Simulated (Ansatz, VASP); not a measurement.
# One calculation of SbMo, two programs

File INCAR:

```
SYSTEM = SbMo
PREC = Accurate
ENCUT = 520
EDIFF = 1E-7
ISMEAR = 0
SIGMA = 0.05
LREAL = .False.
LASPH = .True.
NELM = 80
ALGO = Normal
ISIF = 2
LWAVE = .False.
LCHARG = .True.
GGA = PS
LELF = .True.
LVHAR = .True.
NBANDS = 16
```

KPOINTS

```
Automatic mesh
0
Gamma
  10 10 10
  0 0 0
```

Contents of POSCAR:

```
SbMo
1.0
    0.0000000000      2.7611986917      2.7611986917
    2.7611986917      0.0000000000      2.7611986917
    2.7611986917      2.7611986917      0.0000000000
Mo Sb
1 1
Direct
    0.5000000000      0.5000000000      0.5000000000
    0.0000000000      0.0000000000      0.0000000000
```

Input for Ansatz:

```yaml
crystal:
  lattice:
    - [0.0, 2.7611986917, 2.7611986917]
    - [2.7611986917, 0.0, 2.7611986917]
    - [2.7611986917, 2.7611986917, 0.0]
  atoms:
    - { symbol: Mo, position: [0.5, 0.5, 0.5] }
    - { symbol: Sb, position: [0.0, 0.0, 0.0] }
basis:
  ecutwfc: 420
  ecutrho_ratio: 4
kpoints:
  mp_grid: { grid: [10, 10, 10] }
hamiltonian:
  xc: pbesol
scf:
  occupations: { method: gaussian, width: 0.05 }
output:
  forces: true
  stress: true
  eigenvalues: true
```

Alike in both runs: task single point; functional PBEsol; k mesh 10 × 10 × 10; occupations gaussian, width 0.05 eV; no spin polarisation.

|  | VASP | Ansatz |
| --- | --- | --- |
| version | VASP 6.6.1 | Ansatz 0.2.0 |
| potentials or method | VASP PAW PBE potentials, release 64 (Mo_sv, Sb), cutoff 520 eV | scalar-relativistic, plane waves, PAW |
| valence electrons in the cell | 19 | 29 |

|  | VASP | Ansatz | Ansatz less VASP |
| --- | --- | --- | --- |
| gap on the k mesh at the Fermi level (eV) | none | none | - |
| pressure (GPa) | -4.9 | -5.0 | -0.09 |

VASP's potentials were made for PBE, not for PBEsol. A gap of «none» marks a metal or a gap that the smearing closes. With one functional, cell and mesh, what is left measures potentials, basis and numerics. VASP's potentials hold 19 valence electrons a cell and Ansatz's 29, so a difference there can come from the potentials and not from the codes.

Neither program's run includes spin-orbit coupling.
